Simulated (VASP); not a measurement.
## Mo: relaxation of cell and atoms with PBE

The system is Mo.

```
CELL_PARAMETERS angstrom
0.00000 2.01500 2.01500
2.01500 0.00000 2.01500
2.01500 2.01500 0.00000
ATOMIC_POSITIONS crystal
Mo 0.00000 0.00000 0.00000
```

| Quantity | Value |
| --- | --- |
| Program | VASP 6.6.1 |
| Task | relaxation of cell and atoms |
| Functional | PBE |
| Potentials or basis | VASP PAW PBE potentials, release 64 (Mo_sv) |
| Cutoff | 600 eV |
| k mesh | 18 × 18 × 18 |
| Occupations | gaussian, width 0.1 eV |
| Spin | no spin polarisation |
| Dipole correction | no |
| Further INCAR settings | ALGO = Fast; EDIFF = 1e-06; IBRION = 2; EDIFFG = -0.005; NSW = 100; ISIF = 3 |

```yaml
Relaxed_volume: 16.06 Å³/atom
Relaxed_cell: a = 2.832 Å, b = 2.832 Å, c = 2.832 Å, α = 60.00°, β = 60.00°, γ = 60.00°
Space_group_after_relaxing_to_0.05_Å: Fm-3m (No. 225)
Energy_gained_by_relaxing: 4.4 meV/atom
Ionic_steps: 5
Pressure_after_relaxing: 0.0 GPa
Band_gap_on_the_k_mesh: zero (band 7 reaches 15.72 eV, above the bottom of band 8 at 11.04 eV)
```

The path:
| step | energy change (eV) | largest force (eV/Å) | pressure (GPa) | volume (Å³) |
| --- | --- | --- | --- | --- |
| 1 | 0.0000 | 0.0000 | -4.43 | 16.36 |
| 2 | 0.0229 | 0.0000 | 12.62 | 15.31 |
| 3 | -0.0044 | 0.0000 | -0.05 | 16.05 |
| 4 | -0.0044 | 0.0000 | 0.09 | 16.04 |
| 5 | -0.0044 | 0.0000 | 0.01 | 16.06 |

Final structure:
```cif
data_structure
_symmetry_space_group_name_H-M 'P 1'
_symmetry_Int_Tables_number 1
_cell_length_a 2.8321
_cell_length_b 2.8321
_cell_length_c 2.8321
_cell_angle_alpha 60.000
_cell_angle_beta 60.000
_cell_angle_gamma 60.000
_cell_volume 16.06
loop_
_atom_site_label
_atom_site_type_symbol
_atom_site_fract_x
_atom_site_fract_y
_atom_site_fract_z
_atom_site_occupancy
Mo1 Mo 0.00000 0.00000 0.00000 1
```

Levels at points of the mesh, in eV from the Fermi level:
| k point | band 4 | band 5 | band 6 | band 7 | band 8 | band 9 | band 10 | band 11 |
| --- | --- | --- | --- | --- | --- | --- | --- | --- |
| (0.00, 0.00, 0.00) | -34.05 | -6.71 | -0.69 | -0.69 | -0.69 | 1.97 | 1.97 | 13.11 |
| (0.50, 0.00, 0.00) | -34.22 | -4.57 | -0.88 | -0.88 | 1.56 | 4.02 | 4.02 | 11.08 |
| (0.50, 0.50, 0.00) | -34.51 | -4.92 | -4.24 | 3.98 | 4.03 | 4.61 | 4.61 | 12.47 |

It took 80 s on 1 thread of Intel(R) Xeon(R) Platinum 8259CL CPU @ 2.50GHz (Skylake/Cascade Lake) (shared host), peak memory 0.18 GiB.
